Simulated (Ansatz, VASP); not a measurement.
# BaTiO3 in VASP and in Ansatz

The input INCAR:

```
ALGO = Normal
EDIFF = 1E-6
ENCUT = 520
GGA = PE
ISIF = 2
ISMEAR = 0
LASPH = T
LCHARG = F
LREAL = F
LWAVE = F
NBANDS = 28
NELM = 100
PREC = Accurate
SIGMA = 0.05
```

KPOINTS

```
k-points
0
Gamma
  8 8 8
```

File POSCAR:

```
BaTiO3
1.0
    4.5116623433      0.0000000000      0.0000000000
    0.0000000000      4.5116623433      0.0000000000
    0.0000000000      0.0000000000      3.1897845285
Ba Ti O
1 1 3
Direct
    0.0000000000      0.0000000000      0.0000000000
    0.5000000000      0.5000000000      0.5000000000
    0.5000000000      0.5000000000      0.0000000000
    0.5000000000      0.0000000000      0.5000000000
    0.0000000000      0.5000000000      0.5000000000
```

Input for Ansatz:

```yaml
crystal:
  lattice:
    - [4.5116623433, 0.0, 0.0]
    - [0.0, 4.5116623433, 0.0]
    - [0.0, 0.0, 3.1897845285]
  atoms:
    - { symbol: Ba, position: [0.0, 0.0, 0.0] }
    - { symbol: Ti, position: [0.5, 0.5, 0.5] }
    - { symbol: O, position: [0.5, 0.5, 0.0] }
    - { symbol: O, position: [0.5, 0.0, 0.5] }
    - { symbol: O, position: [0.0, 0.5, 0.5] }
basis:
  ecutwfc: 420
kpoints:
  mp_grid: { grid: [8, 8, 8] }
hamiltonian:
  xc: pbe
scf:
  occupations: { method: gaussian, width: 0.05 }
output:
  forces: true
  stress: true
  eigenvalues: true
```

Alike in both runs: task single point; functional PBE; k mesh 8 × 8 × 8; occupations gaussian, width 0.05 eV; no spin polarisation.

|  | VASP | Ansatz |
| --- | --- | --- |
| version | VASP 6.6.1 | Ansatz 0.2.0 |
| potentials or method | VASP PAW PBE potentials, release 64 (Ba_sv, Ti_sv, O), cutoff 520 eV | scalar-relativistic, plane waves, PAW |
| valence electrons in the cell | 40 | 40 |

```tsv
	VASP	Ansatz	Ansatz less VASP
gap on the k mesh at the Fermi level (eV)	0.79	0.84	+0.044
least direct gap on the mesh (eV)	0.79	0.84	+0.044
```

With one functional, cell and mesh, what is left measures potentials, basis and numerics.

Neither program's run includes spin-orbit coupling.
